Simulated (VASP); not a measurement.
# Co (P6/mmm) in VASP: a series of runs, part 3 of 3

VASP 6.6.1. The steps go on from the part before.

### Step 6. Single point, r2SCAN, collinear spin, ferromagnetic start (10.79 Å³/atom)

This run uses another cell than the first one, of 10.79 Å³/atom.

Contents of POSCAR:

```
Co
1.0
    3.9389848706      0.0000000000      0.0000000000
   -1.9694924353      3.4112609630      0.0000000000
    0.0000000000      0.0000000000      2.4099015541
Co
3
Direct
    0.0000000000      0.0000000000      0.0000000000
    0.3333333333      0.6666666667      0.5000000000
    0.6666666667      0.3333333333      0.5000000000
```

Contents of INCAR.step1:

```
PREC = Accurate
ENCUT = 520
ISMEAR = -1
SIGMA = 0.05
LREAL = F
LASPH = T
NELM = 150
ISPIN = 2
MAGMOM = 1.847 1.93 1.93
LMAXMIX = 4
NBANDS = 24
GGA = PE
ALGO = Normal
EDIFF = 1E-4
LWAVE = T
LCHARG = F
```

Contents of INCAR.step2:

```
PREC = Accurate
ENCUT = 520
EDIFF = 1E-7
ISMEAR = -1
SIGMA = 0.05
LREAL = F
LASPH = T
NELM = 150
ALGO = Normal
ISIF = 2
LWAVE = F
LCHARG = F
ISPIN = 2
MAGMOM = 1.847 1.93 1.93
LORBIT = 11
LMAXMIX = 4
METAGGA = R2SCAN
LMIXTAU = T
NBANDS = 24
ISTART = 1
```

Contents of KPOINTS:

```
Automatic mesh
0
Gamma
  10 10 15
```

Potentials or basis: VASP PAW PBE potentials, release 64 (Co).

On the command line:

```sh
> cat potpaw_PBE.64/Co/POTCAR > POTCAR
> cp INCAR.step1 INCAR
> mpirun -np 1 vasp_std > vasp.out
> cp INCAR.step2 INCAR
> mpirun -np 1 vasp_std > vasp.out
```

OUTCAR:

```text
PREC = Accurate
   ENCUT = 520
   EDIFF = 1E-7
   ISMEAR = -1
   LREAL = F
   LASPH = T
   NELM = 150
   ISIF = 2
   ISPIN = 2
   LORBIT = 11
   METAGGA = R2SCAN
   ISTART = 1

 ion  position               nearest neighbor table
   1  0.000  0.000  0.000-   2 2.57   3 2.57   2 2.57   3 2.57   2 2.57   2 2.57   3 2.57   3 2.57
                             3 2.57   3 2.57   2 2.57   2 2.57
   2  0.333  0.667  0.500-   3 2.27   3 2.27   3 2.27   1 2.57   1 2.57   1 2.57   1 2.57   1 2.57
                             1 2.57
   3  0.667  0.333  0.500-   2 2.27   2 2.27   2 2.27   1 2.57   1 2.57   1 2.57   1 2.57   1 2.57
                             1 2.57

  LATTYP: Found a hexagonal cell.
 ALAT       =     3.9389848706
 C/A-ratio  =     0.6118077711

  Lattice vectors:

 A1 = (   3.9389848706,   0.0000000000,   0.0000000000)
 A2 = (  -1.9694924353,   3.4112609630,   0.0000000000)
 A3 = (   0.0000000000,   0.0000000000,   2.4099015541)

Analysis of symmetry for initial positions (statically):
=====================================================================
 Subroutine PRICEL returns:
 Original cell was already a primitive cell.

 Routine SETGRP: Setting up the symmetry group for a
 hexagonal supercell.

 Subroutine GETGRP returns: Found 24 space group operations
 (whereof 24 operations were pure point group operations)
 out of a pool of 24 trial point group operations.

The static configuration has the point symmetry D_6h.

Analysis of symmetry for dynamics (positions and initial velocities):
=====================================================================
 Subroutine PRICEL returns:
 Original cell was already a primitive cell.

 Routine SETGRP: Setting up the symmetry group for a
 hexagonal supercell.

 Subroutine GETGRP returns: Found 24 space group operations
 (whereof 24 operations were pure point group operations)
 out of a pool of 24 trial point group operations.

The dynamic configuration has the point symmetry D_6h.

Analysis of structural, dynamic, and magnetic symmetry:
[... 154 lines left out ...]
  ---------------------------------------------------
  ext. energy  EPLUGINS =         0.00000000
  ---------------------------------------------------
  free energy    TOTEN  =       -39.43457805 eV

  energy without entropy =      -39.41610522  energy(sigma->0) =      -39.42534164

 E-fermi :  10.4866     XC(G=0): -14.6948

 val. band max:       10.4849488736   @ k =   0.3000   0.0000   0.0000
 cond. band min:      10.4949766772   @ k =   0.3000   0.3000   0.2000
 fundamental gap:      0.0100278036
 Fermi energy:        10.4865937339

 spin component 1

 k-point     1 :       0.0000    0.0000    0.0000
  band No.  band energies     occupation
      1       1.0197      1.00000
      2       5.0508      1.00000
      3       6.3424      1.00000
      4       6.3425      1.00000
      5       6.3809      1.00000
      6       6.3810      1.00000
[... 637 lines left out ...]
     23      29.5766      0.00000
     24      30.0634      0.00000

 [... further k-points ...]

 spin component 2

 k-point     1 :       0.0000    0.0000    0.0000
  band No.  band energies     occupation
      1       0.4786      1.00000
      2       6.5833      1.00000
      3       7.8450      1.00000
      4       7.8450      1.00000
      5       7.8911      1.00000
      6       7.8912      1.00000
[... 637 lines left out ...]
     23      30.1312      0.00000
     24      30.4874      0.00000

 [... further k-points ...]
[... 5 lines left out ...]
  --------------------------------------------------------------------------------------
  -------------------------------------------------------------------------------------
  Total       -0.0086597     -0.0086597     -0.0967093      0.0000000      0.0000000     -0.0000000
  in kB       -0.4284669     -0.4284669     -4.7849829      0.0000000      0.0000000     -0.0000000
  external PRESSURE =      -1.8806389 kB  Pullay stress =       0.0000000 kB

 VOLUME and BASIS-vectors are now :
 -----------------------------------------------------------------------------
  energy-cutoff  :      520.00
  volume of cell :       32.38
      direct lattice vectors                 reciprocal lattice vectors
     3.938984871  0.000000000  0.000000000     0.253872516  0.146573366  0.000000000
    -1.969492435  3.411260963  0.000000000     0.000000000  0.293146731  0.000000000
     0.000000000  0.000000000  2.409901554     0.000000000  0.000000000  0.414954710

 POSITION                                       TOTAL-FORCE (eV/Angst)
 -----------------------------------------------------------------------------------
      0.00000      0.00000      0.00000         0.000000      0.000000      0.000000
     -0.00000      2.27417      1.20495         0.000000      0.000000      0.000000
      1.96949      1.13709      1.20495        -0.000000      0.000000      0.000000
 -----------------------------------------------------------------------------------
    total drift:                               -0.000000      0.000000      0.000000

  FREE ENERGIE OF THE ION-ELECTRON SYSTEM (eV)
  ---------------------------------------------------
  free  energy   TOTEN  =       -39.4345780517 eV

  energy  without entropy=      -39.4161052227  energy(sigma->0) =      -39.42534164

 total charge

# of ion       s       p       d       tot
------------------------------------------
    1        0.493   0.545   7.233   8.271
    2        0.527   0.574   7.251   8.352
    3        0.527   0.574   7.251   8.352
--------------------------------------------------
tot          1.547   1.694  21.735  24.975

 magnetization (x)

# of ion       s       p       d       tot
------------------------------------------
    1       -0.006  -0.079   1.846   1.760
    2       -0.007  -0.074   1.925   1.845
    3       -0.007  -0.074   1.925   1.845
--------------------------------------------------
tot         -0.020  -0.226   5.696   5.450
```

OSZICAR.step1:

```text
N       E                     dE             d eps       ncg     rms          rms(c)
DAV:   1     0.154367793140E+03    0.15437E+03   -0.11409E+04 11104   0.148E+03
DAV:   2    -0.161307633987E+02   -0.17050E+03   -0.15846E+03 10832   0.275E+02
DAV:   3    -0.236828519030E+02   -0.75521E+01   -0.73034E+01 12320   0.794E+01
DAV:   4    -0.238112115206E+02   -0.12836E+00   -0.12829E+00 15464   0.869E+00
DAV:   5    -0.238131641261E+02   -0.19526E-02   -0.19525E-02 13752   0.981E-01    0.182E+01
DAV:   6    -0.215721708956E+02    0.22410E+01   -0.17284E+01 12344   0.691E+01    0.110E+01
DAV:   7    -0.250069911659E+02   -0.34348E+01   -0.22690E+01 12912   0.861E+01    0.337E+01
DAV:   8    -0.208646171165E+02    0.41424E+01   -0.22037E+01 12864   0.454E+01    0.461E+00
DAV:   9    -0.208708917502E+02   -0.62746E-02   -0.35582E-01 12248   0.673E+00    0.260E+00
DAV:  10    -0.208682617912E+02    0.26300E-02   -0.48745E-02 14600   0.238E+00    0.972E-01
DAV:  11    -0.208690808713E+02   -0.81908E-03   -0.20047E-02 18144   0.141E+00    0.661E-01
DAV:  12    -0.208679563749E+02    0.11245E-02   -0.12632E-03 14824   0.918E-01    0.439E-01
DAV:  13    -0.208673050954E+02    0.65128E-03   -0.22579E-03 12352   0.605E-01    0.199E-01
DAV:  14    -0.208674971415E+02   -0.19205E-03   -0.50083E-04  7560   0.304E-01    0.992E-02
DAV:  15    -0.208675537399E+02   -0.56598E-04   -0.98105E-05  6432   0.176E-01
   1 F= -.20867554E+02 E0= -.20859303E+02  d E =-.165015E-01  mag=     4.8989
```

Wall time 7.4 min (1 thread of Oxide Virtual Turin-like, shared host); peak memory 0.22 GiB.

What came out:

- Free energy: -39.4346 eV
- Pressure: -0.2 GPa
- Net moment: 5.27 μB per cell
- Site moments: Co +1.76, +1.84 (each value once) μB
- Valence electrons inside the program's atomic spheres: Co 8.27, 8.35 (each value once)

Caveat: the PAW data sets were made with another functional, which shifts forces and pressure a little.

### Step 7. Single point, r2SCAN, collinear spin, ferromagnetic start (12.09 Å³/atom)

This run uses another cell than the first one, of 12.09 Å³/atom.

Contents of POSCAR:

```
Co
1.0
    4.0906311416      0.0000000000      0.0000000000
   -2.0453155708      3.5425904861      0.0000000000
    0.0000000000      0.0000000000      2.5026799211
Co
3
Direct
    0.0000000000      0.0000000000      0.0000000000
    0.3333333333      0.6666666667      0.5000000000
    0.6666666667      0.3333333333      0.5000000000
```

Contents of INCAR.step1:

```
  PREC = Accurate
  ENCUT = 520
  ISMEAR = -1
  SIGMA = 0.05
  LREAL = False
  LASPH = True
  NELM = 150
  ISPIN = 2
  MAGMOM = 1.847 1.93 1.93
  LMAXMIX = 4
  NBANDS = 24
  GGA = PE
  ALGO = Normal
  EDIFF = 1E-4
  LWAVE = True
  LCHARG = False
```

Contents of INCAR.step2:

```
  PREC = Accurate
  ENCUT = 520
  EDIFF = 1E-7
  ISMEAR = -1
  SIGMA = 0.05
  LREAL = False
  LASPH = True
  NELM = 150
  ALGO = Normal
  ISIF = 2
  LWAVE = False
  LCHARG = True
  ISPIN = 2
  MAGMOM = 1.847 1.93 1.93
  LORBIT = 11
  LMAXMIX = 4
  METAGGA = R2SCAN
  LMIXTAU = True
  LELF = True
  LVHAR = True
  NBANDS = 24
  ISTART = 1
```

Contents of KPOINTS:

```
regular mesh
0
Gamma
  10 10 15
```

On the command line:

```sh
> cat potpaw_PBE.64/Co/POTCAR > POTCAR
> cp INCAR.step1 INCAR
> mpirun -np 1 vasp_std > vasp.out
> cp INCAR.step2 INCAR
> mpirun -np 1 vasp_std > vasp.out
```

It took 25 min on 1 thread of Oxide Virtual Turin-like, shared host; peak memory 0.23 GiB.

The run converged. Its results:

| Item | Value |
| --- | --- |
| Free energy | -39.1804 eV |
| Pressure | -18.7 GPa |
| Net moment | 5.55 μB per cell |
| Site moments | Co +1.92, +1.95 (each value once) μB |
| Valence electrons inside the program's atomic spheres | Co 8.07, 8.14 (each value once) |

Stress tensor (GPa, compression positive):
```
-18.33   0.00   0.00
  0.00 -18.33   0.00
  0.00   0.00 -19.55
```

Levels at points of the mesh, in eV from the Fermi level:
Spin up:
```
           k point  band 14  band 15  band 16  band 17  band 18  band 19
(0.00, 0.00, 0.00)    -2.77    -1.83    -1.83     5.59     5.59     5.59
(0.50, 0.00, 0.00)    -1.99    -1.97    -1.64    -1.61     0.06     5.62
```
Spin down:
```
           k point  band 9  band 10  band 11  band 12  band 13  band 14
(0.00, 0.00, 0.00)   -0.52    -0.52     0.21     0.21     0.28     0.28
(0.50, 0.00, 0.00)   -0.47    -0.36     0.30     0.38     0.66     0.95
```

Caveat: the cell stands under tension; the PAW data sets were made with another functional, which shifts forces and pressure a little.

### Step 8. Summary

| cell | gap on the mesh (eV) | pressure (GPa) | moment (μB) |
| --- | --- | --- | --- |
| a = 3.831, b = 3.831, c = 2.344 Å, angles 90.0, 90.0, 120.0°, 3 atoms | none | 22.3 | 5.12 |
| a = 3.991, b = 3.991, c = 2.442 Å, angles 90.0, 90.0, 120.0°, 3 atoms | none | -7.8 | 5.37 |
| a = 4.041, b = 4.041, c = 2.473 Å, angles 90.0, 90.0, 120.0°, 3 atoms | none | -13.9 | 5.47 |
| a = 3.886, b = 3.886, c = 2.377 Å, angles 90.0, 90.0, 120.0°, 3 atoms | none | 9.6 | 5.18 |
| a = 3.939, b = 3.939, c = 2.410 Å, angles 90.0, 90.0, 120.0°, 3 atoms | none | -0.2 | 5.27 |
| a = 4.091, b = 4.091, c = 2.503 Å, angles 90.0, 90.0, 120.0°, 3 atoms | none | -18.7 | 5.55 |

Alike in all rows: task single point; level r2SCAN; potentials or basis VASP PAW PBE potentials, release 64 (Co); spin collinear, ferromagnetic start; k mesh 10 × 10 × 15; cutoff (eV) 520; smearing fermi-dirac 0.05 eV.

Caveats: the PAW data sets were made with another functional, which shifts forces and pressure a little; the cell stands under tension (at least some runs); the cell stands under pressure (at least some runs).

Total energies depend on the potentials used, so only differences within one code and one set of settings carry meaning.
